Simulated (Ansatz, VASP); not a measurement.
**C: VASP beside Ansatz**

```
C
1.0
     1.27845    0.73811    9.49093
    -1.27845    0.73811    9.49093
     0.00000   -1.47623    9.49093
C
10
Direct
  0.02482 0.02482 0.02482
  0.97518 0.97518 0.97518
  0.10869 0.10869 0.10869
  0.89131 0.89131 0.89131
  0.15837 0.15837 0.15837
  0.84163 0.84163 0.84163
  0.37486 0.37486 0.37486
  0.62514 0.62514 0.62514
  0.42532 0.42532 0.42532
  0.57468 0.57468 0.57468
```

Alike in both runs: task single point; functional PBEsol; k mesh 12 × 12 × 12; occupations gaussian, width 0.05 eV; no spin polarisation.

|  | VASP | Ansatz |
| --- | --- | --- |
| version | VASP 6.6.1 | Ansatz 0.2.0 |
| potentials or method | VASP PAW PBE potentials, release 64 (C), cutoff 520 eV | scalar-relativistic, plane waves, PAW |
| valence electrons in the cell | 40 | 40 |

VASP gave:

```
gap on the k mesh at the Fermi level (eV) : 3.04
least direct gap on the mesh (eV)         : 4.12
rms of the force components (eV/Å)        : 0.788
```

Question: Which values does Ansatz return?

Answer: gap on the k mesh at the Fermi level (eV): 3.05; least direct gap on the mesh (eV): 4.12; rms of the force components (eV/Å): 0.765.

VASP's potentials were made for PBE, not for PBEsol, and Ansatz warns of the same on its side. Atom by atom the forces differ by 0.022 eV/Å (rms over components).
